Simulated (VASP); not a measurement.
# Ca3Mg5O8 (P1) in VASP: single point with PBEsol

Aim: the single point of Ca3Mg5O8 with PBEsol.

Everything below comes from runs of VASP 6.6.1. Logs are shortened: lines on timing, memory, paths and dates and some standing lists are left out, and cuts for length are marked.

## (1) The cell of the first run

The typed cell holds 64 atoms: a = 8.911 Å, b = 8.911 Å, c = 8.911 Å, α = 90.00°, β = 90.00°, γ = 90.00°.

## (2) Single point, PBEsol

INCAR reads:

```
SYSTEM = Ca3Mg5O8
PREC = Accurate
ENCUT = 520
EDIFF = 1E-7
ISMEAR = -1
SIGMA = 0.05
LREAL = Auto
LASPH = .True.
NELM = 80
ALGO = Normal
ISIF = 2
LWAVE = .False.
LCHARG = .False.
GGA = PS
ISYM = 0
NBANDS = 214
```

KPOINTS reads:

```
Automatic mesh
0
Gamma
  1 1 1
  0.25 0.25 0.25
```

POSCAR reads:

```
Ca3Mg5O8
1.0
    8.9114339762      0.0000000000      0.0000000000
    0.0000000000      8.9114339762      0.0000000000
    0.0000000000      0.0000000000      8.9114339762
O Mg Ca
32 20 12
Direct
    0.2501800000      0.9912630000      0.9878920000
    0.2498970000      0.9989530000      0.5097620000
    0.2497280000      0.5129290000      0.9984490000
    0.2501290000      0.5025660000      0.5010460000
    0.7498060000      0.0088710000      0.9963700000
    0.7502020000      0.0014860000      0.5026130000
    0.7495900000      0.4889100000      0.0001650000
    0.7496110000      0.4971220000      0.5007710000
    0.9899010000      0.2366250000      0.0013670000
    0.9980500000      0.2448860000      0.5000880000
    0.0089090000      0.7638030000      0.0142770000
    0.0008850000      0.7549890000      0.4894730000
    0.5093860000      0.2374330000      0.9903240000
    0.5016400000      0.2454010000      0.5087550000
    0.4904840000      0.7637220000      0.0125030000
    0.4990880000      0.7545790000      0.4903640000
    0.9892540000      0.0009150000      0.2545400000
    0.9971330000      0.0107070000      0.7469380000
    0.9987030000      0.4972010000      0.2642260000
    0.9997210000      0.4845910000      0.7368570000
    0.5118900000      0.9918010000      0.2544570000
    0.5029600000      0.0101200000      0.7471170000
    0.5009930000      0.5104970000      0.2632730000
    0.5000190000      0.4870030000      0.7372830000
    0.2379540000      0.2480270000      0.2621530000
    0.2465240000      0.2367150000      0.7379190000
    0.2468060000      0.7531690000      0.2558980000
    0.2495810000      0.7632460000      0.7430810000
    0.7605820000      0.2366790000      0.2573500000
    0.7525460000      0.2361260000      0.7446680000
    0.7533480000      0.7632420000      0.2626310000
    0.7501130000      0.7642970000      0.7384840000
    0.9949260000      0.0029730000      0.9997780000
    0.9968220000      0.0022750000      0.5007190000
    0.9996820000      0.4945970000      0.4979400000
    0.5042070000      0.0011750000      0.9947470000
    0.5032910000      0.0006140000      0.5034190000
    0.5000780000      0.4996210000      0.5001590000
    0.2463030000      0.2434530000      0.5040090000
    0.2494010000      0.7586000000      0.0052850000
    0.2490890000      0.7549810000      0.4974030000
    0.7528320000      0.2392240000      0.9951070000
    0.7530230000      0.2421340000      0.5028960000
    0.7507290000      0.7589210000      0.4967280000
    0.2489560000      0.0014920000      0.7453980000
    0.7523690000      0.0008110000      0.2580180000
    0.7507860000      0.0051650000      0.7448880000
    0.9949410000      0.2416070000      0.2592850000
    0.9965250000      0.2418430000      0.7405010000
    0.9996690000      0.7596740000      0.2572760000
    0.5041530000      0.2420290000      0.7429920000
    0.5001910000      0.7566910000      0.2574080000
    0.9995870000      0.4964810000      0.0041320000
    0.4996560000      0.5002190000      0.0005810000
    0.2469730000      0.2425750000      0.9943500000
    0.7499830000      0.7594170000      0.0059600000
    0.2486380000      0.9980240000      0.2523240000
    0.2479440000      0.5034760000      0.2557420000
    0.2495730000      0.4974910000      0.7443780000
    0.7519160000      0.4999190000      0.2564570000
    0.7501620000      0.4930040000      0.7450550000
    0.0015900000      0.7560420000      0.7455830000
    0.5049010000      0.2453790000      0.2551350000
    0.4980510000      0.7563070000      0.7452730000
```

Potentials or basis: VASP PAW PBE potentials, release 64 (O, Mg, Ca_sv).

Started as:

```console
cat potpaw_PBE.64/O/POTCAR potpaw_PBE.64/Mg/POTCAR potpaw_PBE.64/Ca_sv/POTCAR > POTCAR
mpirun -np 1 vasp_std > vasp.out
```

OUTCAR:

```text
SYSTEM = Ca3Mg5O8
   PREC = Accurate
   ENCUT = 520
   EDIFF = 1E-7
   ISMEAR = -1
   LREAL = Auto
   LASPH = .True.
   NELM = 80
   ISIF = 2
   GGA = PS
   ISYM = 0

 ion  position               nearest neighbor table
   1  0.250  0.991  0.988-  40 2.08  45 2.16  55 2.24  36 2.27  33 2.28  57 2.36
   2  0.250  0.999  0.510-  45 2.10  41 2.18  39 2.18  34 2.26  37 2.26  57 2.29
   3  0.250  0.513  0.998-  40 2.19  54 2.23  53 2.23  59 2.27  58 2.29  55 2.41
   4  0.250  0.503  0.501-  59 2.17  58 2.19  38 2.23  35 2.23  41 2.25  39 2.31
   5  0.750  0.009  0.996-  42 2.05  33 2.19  36 2.19  56 2.22  47 2.24  46 2.33
   6  0.750  0.001  0.503-  43 2.14  47 2.16  44 2.16  46 2.18  34 2.20  37 2.20
[... 58 lines left out ...]
  49  0.997  0.242  0.741-  18 2.06  10 2.14  20 2.16  30 2.18  26 2.23   9 2.33  34 3.02  43 3.03
                            47 3.04  39 3.07  45 3.11  35 3.12  61 3.14  42 3.14  33 3.14  55 3.18
  50  1.000  0.760  0.257-  12 2.07  17 2.15  11 2.17  31 2.20  27 2.20  19 2.34  34 3.06  57 3.07
                            46 3.08  44 3.08  41 3.09  56 3.16  33 3.16  40 3.16  58 3.18  35 3.19
  51  0.504  0.242  0.743-  22 2.07  14 2.09  24 2.18  13 2.20  30 2.21  26 2.30  37 3.03  47 3.05
                            43 3.08  36 3.10  45 3.13  61 3.13  39 3.13  38 3.15  42 3.16  55 3.20
  52  0.500  0.757  0.257-  16 2.08  21 2.10  15 2.19  23 2.19  31 2.26  27 2.26  37 3.09  44 3.09
                            41 3.10  57 3.11  46 3.13  38 3.15  56 3.16  40 3.17  58 3.19  36 3.20
  53  1.000  0.496  0.004-   7 2.23   3 2.23   9 2.32  19 2.32  20 2.38  11 2.39  60 3.15  58 3.15
                            55 3.16  42 3.18  48 3.21  40 3.23  50 3.25  49 3.27
  54  0.500  0.500  0.001-   7 2.23   3 2.23  23 2.34  13 2.35  24 2.35  15 2.35  40 3.21  52 3.23
                            42 3.24  51 3.25
  55  0.247  0.243  0.994-   1 2.24  26 2.29   9 2.29  13 2.34  25 2.39   3 2.41  45 3.09  33 3.10
                            36 3.14  53 3.16  57 3.17  49 3.18  51 3.20  48 3.26
  56  0.750  0.759  0.006-   5 2.22  31 2.29  11 2.31  15 2.31  32 2.38   7 2.41  36 3.07  33 3.08
                            46 3.11  50 3.16  52 3.16  47 3.20
  57  0.249  0.998  0.252-  27 2.18  25 2.23   2 2.29  17 2.31  21 2.35   1 2.36  40 3.07  50 3.07
                            41 3.08  52 3.11  39 3.13  48 3.13  34 3.15  55 3.17  63 3.17  37 3.19
  58  0.248  0.503  0.256-   4 2.19  19 2.22  27 2.23  23 2.26  25 2.28   3 2.29  35 3.09  41 3.11
                            38 3.13  53 3.15  50 3.18  52 3.19  40 3.19  39 3.20  48 3.25
  59  0.250  0.497  0.744-   4 2.17  20 2.23  24 2.23   3 2.27  26 2.32  28 2.37  39 3.12  38 3.12
                            35 3.13  41 3.18  49 3.21  51 3.21  40 3.29
  60  0.752  0.500  0.256-   8 2.18  19 2.20  23 2.24   7 2.29  29 2.35  31 2.35  35 3.08  38 3.12
                            44 3.15  53 3.15  48 3.16  63 3.16  43 3.18  50 3.20  52 3.20  42 3.29
  61  0.750  0.493  0.745-   8 2.18  20 2.23  24 2.23   7 2.27  30 2.29  32 2.42  43 3.11  38 3.12
                            35 3.13  51 3.13  49 3.14  42 3.17  44 3.24
  62  0.002  0.756  0.746-  28 2.21  32 2.24  18 2.27  12 2.28  11 2.40  20 2.42  34 3.09  45 3.11
                            41 3.12  44 3.15  47 3.15  33 3.16  40 3.20  35 3.21
  63  0.505  0.245  0.255-  14 2.26  21 2.26  29 2.28  13 2.36  23 2.36  25 2.38  46 3.10  37 3.11
                            43 3.12  38 3.15  60 3.16  57 3.17  36 3.18  39 3.20  42 3.20
  64  0.498  0.756  0.745-  28 2.22  32 2.25  22 2.26  16 2.27  15 2.38  24 2.40  37 3.06  45 3.11
                            36 3.12  41 3.13  44 3.16  47 3.16  38 3.16  40 3.21

IMPORTANT INFORMATION: All symmetrisations will be switched off!
NOSYMM: (Re-)initialisation of all symmetry stuff for point group C_1.

----------------------------------------------------------------------------------------

                                     Primitive cell

  volume of cell :     707.6895

  direct lattice vectors                    reciprocal lattice vectors
     8.911433976  0.000000000  0.000000000     0.112215386  0.000000000  0.000000000
     0.000000000  8.911433976  0.000000000     0.000000000  0.112215386  0.000000000
     0.000000000  0.000000000  8.911433976     0.000000000  0.000000000  0.112215386

  length of vectors
     8.911433976  8.911433976  8.911433976     0.112215386  0.112215386  0.112215386

  position of ions in fractional coordinates (direct lattice)
     0.250180000  0.991263000  0.987892000
     0.249897000  0.998953000  0.509762000
     0.249728000  0.512929000  0.998449000
     0.250129000  0.502566000  0.501046000
     0.749806000  0.008871000  0.996370000
     0.750202000  0.001486000  0.502613000
[... 56 lines left out ...]
     0.504901000  0.245379000  0.255135000
     0.498051000  0.756307000  0.745273000

  ion indices of the primitive-cell ions
   primitive index   ion index
                 1           1
[... 89 lines left out ...]

 Following reciprocal coordinates:
            Coordinates               Weight
  0.250000  0.250000  0.250000      2.000000
 -0.250000  0.250000  0.250000      2.000000
 -0.250000 -0.250000  0.250000      2.000000
  0.250000 -0.250000  0.250000      2.000000
   k-points           NKPTS =      4   k-points in BZ     NKDIM =      4   number of bands    NBANDS=    214
   number of dos      NEDOS =    301   number of ions     NIONS =     64
   total plane-waves  NPLWV = 343000
   dimension x,y,z NGX =    70 NGY =   70 NGZ =   70
   dimension x,y,z NGXF=   140 NGYF=  140 NGZF=  140
   ions per type =              32  20  12
   NGX,Y,Z   is equivalent  to a cutoff of  13.06, 13.06, 13.06 a.u.
   NGXF,Y,Z  is equivalent  to a cutoff of  26.12, 26.12, 26.12 a.u.
 SYSTEM =  Ca3Mg5O8
   PREC   = accura    normal or accurate (medium, high low for compatibility)
   ISTART =      0    job   : 0-new  1-cont  2-samecut
   ICHARG =      2    charge: 1-file 2-atom 10-const
   ISPIN  =      1    spin polarized calculation?
   LNONCOLLINEAR =      F non collinear calculations
   LSORBIT =      F    spin-orbit coupling
   LASPH  =      T    aspherical Exc in radial PAW
   ENCUT  =  520.0 eV  38.22 Ry    6.18 a.u.  16.57 16.57 16.57*2*pi/ulx,y,z
   NELM   =     80;   NELMIN=  2; NELMDL= -5     # of ELM steps
   EDIFF  = 0.1E-06   stopping-criterion for ELM
   LREAL  =      T    real-space projection
   EDIFFG = 0.1E-05   stopping-criterion for IOM
   NSW    =      0    number of steps for IOM
   IBRION =     -1    ionic relax: 0-MD 1-quasi-New 2-CG
   NFREE  =      0    steps in history (QN), initial steepest desc. (CG)
   ISIF   =      2    stress and relaxation
   ISYM   =      0    0-nonsym 1-usesym 2-fastsym
   POTIM  = 0.5000    time-step for ionic-motion
   TEBEG  =    0.0;   TEEND  =   0.0 temperature during run
   PSTRESS=    0.0 pullay stress
   NELECT =     352.0000    total number of electrons
   NUPDOWN=      -1.0000    fix difference up-down
   EMIN   =  10.00;   EMAX   =-10.00  energy-range for DOS
   EFERMI =   0.00;   METHOD = LEGACY
   ISMEAR =    -1;   SIGMA  =   0.05  broadening in eV -4-tet -1-fermi 0-gaus
   EFERMI_NEDOS =   21; number of points for ismear=-14 and -15
   IALGO  =     38    algorithm
   IMIX   =      4    mixing-type and parameters
     AMIX     =   0.40;   BMIX     =  1.00
     AMIX_MAG =   1.60;   BMIX_MAG =  1.00
  volume/ion in A,a.u.               =      11.06        74.62
  Fermi-wavevector in a.u.,A,eV,Ry     =   1.297104  2.451171 22.891513  1.682479
  Thomas-Fermi vector in A             =   2.428518
   LORBIT       =      0    0 simple, 1 ext, 2 COOP (PROOUT), +10 PAW based schemes
   GGA     = PS    functional components
   LHFCALC =     F    Hartree Fock is set to
   AEXX    =    0.0000 exact exchange contribution
   IVDW    =     0    specifies the selected vdW correction
   LEPSILON=     F    determine dielectric tensor
   LRPA    =     F    only Hartree local field effects (RPA)
 non-spin polarized calculation
  energy-cutoff  :      520.00
  volume of cell :      707.69
 maximum number of plane-waves:     19024
 NGX is ok and might be reduce to    70
   NGX = 33   NGY = 33   NGZ = 33

 number of electron     352.0000021 magnetization

 Free energy of the ion-electron system (eV)
  ---------------------------------------------------
  ext. energy  EPLUGINS =         0.00000000
  ---------------------------------------------------
  free energy    TOTEN  =      -404.85277580 eV

  energy without entropy =     -404.85277580  energy(sigma->0) =     -404.85277580

 E-fermi :   3.8602     XC(G=0): -11.0498

 val. band max:        2.5211498121   @ k =   0.2500   0.2500   0.2500
 cond. band min:       7.5399070481   @ k =   0.2500   0.2500   0.2500
 fundamental gap:      5.0187572361
 Fermi energy:         3.8601675345

 k-point     1 :       0.2500    0.2500    0.2500
  band No.  band energies     occupation
      1     -34.4528      2.00000
      2     -34.4202      2.00000
      3     -34.3319      2.00000
      4     -34.2821      2.00000
      5     -34.2735      2.00000
      6     -34.1073      2.00000
[... 753 lines left out ...]
    187       9.0281      0.00000
    188       9.0611      0.00000
 [bands above 188 left out]

------------------------ aborting loop because EDIFF is reached ----------------------------------------

  FORCE on cell =-STRESS in cart. coord.  units (eV):
  Direction    XX          YY          ZZ          XY          YZ          ZX
  --------------------------------------------------------------------------------------
  -------------------------------------------------------------------------------------
  Total        5.4583586     -3.2841134     -0.2308775     -0.2203527      0.9363686      0.0580830
  in kB       12.3574786     -7.4350851     -0.5226962     -0.4988687      2.1198965      0.1314972
  external PRESSURE =       1.4665658 kB  Pullay stress =       0.0000000 kB

 VOLUME and BASIS-vectors are now :
 -----------------------------------------------------------------------------
  energy-cutoff  :      520.00
  volume of cell :      707.69
      direct lattice vectors                 reciprocal lattice vectors
     8.911433976  0.000000000  0.000000000     0.112215386  0.000000000  0.000000000
     0.000000000  8.911433976  0.000000000     0.000000000  0.112215386  0.000000000
     0.000000000  0.000000000  8.911433976     0.000000000  0.000000000  0.112215386

 POSITION                                       TOTAL-FORCE (eV/Angst)
 -----------------------------------------------------------------------------------
      2.22946      8.83357      8.80353         0.002402     -0.053388     -0.038593
      2.22694      8.90210      4.54271         0.001007     -0.002683      0.045862
      2.22543      4.57093      8.89761         0.001406      0.050153      0.004286
      2.22901      4.47858      4.46504        -0.000758     -0.001603     -0.006660
      6.68185      0.07905      8.87909        -0.001414      0.051712     -0.000263
      6.68538      0.01324      4.47900        -0.001419     -0.002806     -0.001737
[... 56 lines left out ...]
      4.49939      2.18668      2.27362        -0.010309      0.014982     -0.012885
      4.43835      6.73978      6.64145         0.002783     -0.019342      0.017849
 -----------------------------------------------------------------------------------
    total drift:                               -0.000992      0.004437     -0.008020

  FREE ENERGIE OF THE ION-ELECTRON SYSTEM (eV)
  ---------------------------------------------------
  free  energy   TOTEN  =      -404.8527757999 eV

  energy  without entropy=     -404.8527757998  energy(sigma->0) =     -404.85277580
```

Run time: 53 min. Hardware: 1 thread of Intel Xeon 8259CL, shared host; peak memory 0.94 GiB.

What came out:

- Free energy: -404.8528 eV
- Pressure: 0.1 GPa
- Largest force: 0.073 eV/Å
- Band gap on the k mesh: 5.02 eV

Forces on the atoms (eV/Å):
```
O    0.002 -0.053 -0.039
O    0.001 -0.003  0.046
O    0.001  0.050  0.004
O   -0.001 -0.002 -0.007
O   -0.001  0.052  0.000
O   -0.001 -0.003 -0.002
O    0.001 -0.046  0.001
O    0.001  0.006  0.000
O   -0.049 -0.037 -0.001
O    0.006 -0.001 -0.002
O    0.048  0.032  0.040
O    0.000 -0.002 -0.045
O    0.039 -0.037 -0.040
O   -0.003  0.000  0.046
O   -0.047  0.038  0.041
O    0.000  0.000 -0.046
O   -0.041  0.001  0.001
O    0.005  0.044  0.003
O    0.007  0.004  0.044
O    0.003 -0.040 -0.042
O    0.041 -0.048  0.002
O   -0.005  0.046  0.000
O   -0.006  0.049  0.040
O   -0.002 -0.044 -0.045
O   -0.038  0.010  0.036
O   -0.004 -0.036 -0.042
O   -0.001 -0.011  0.004
O    0.000  0.033 -0.003
O    0.043 -0.033  0.002
O    0.002 -0.036 -0.002
O    0.002  0.035  0.044
O   -0.003  0.034 -0.039
Mg  -0.003  0.001  0.000
Mg  -0.005  0.005 -0.001
Mg   0.000 -0.003  0.000
Mg   0.003 -0.002 -0.003
Mg   0.004  0.002  0.003
Mg   0.000  0.000  0.000
Mg  -0.003 -0.003  0.005
Mg  -0.002  0.004  0.005
Mg   0.000  0.003 -0.003
Mg   0.003 -0.006 -0.005
Mg   0.003 -0.007  0.003
Mg   0.001  0.007 -0.005
Mg  -0.002  0.002 -0.001
Mg   0.003 -0.001  0.006
Mg  -0.001  0.007 -0.004
Mg  -0.004 -0.006  0.007
Mg  -0.003 -0.003 -0.007
Mg  -0.001  0.007  0.000
Mg   0.007 -0.005 -0.004
Mg   0.000  0.002  0.002
Ca   0.003  0.006 -0.005
Ca  -0.001  0.002 -0.001
Ca   0.003  0.018  0.008
Ca   0.000 -0.022 -0.007
Ca   0.005  0.005 -0.012
Ca   0.007 -0.007 -0.018
Ca   0.002  0.002  0.016
Ca  -0.006  0.003 -0.018
Ca  -0.004  0.011  0.016
Ca  -0.002 -0.018  0.016
Ca  -0.010  0.015 -0.013
Ca   0.003 -0.019  0.018
```

Caveat: the PAW data sets were made with another functional, which shifts forces and pressure a little; a shifted mesh leaves out Γ, where band edges can lie.
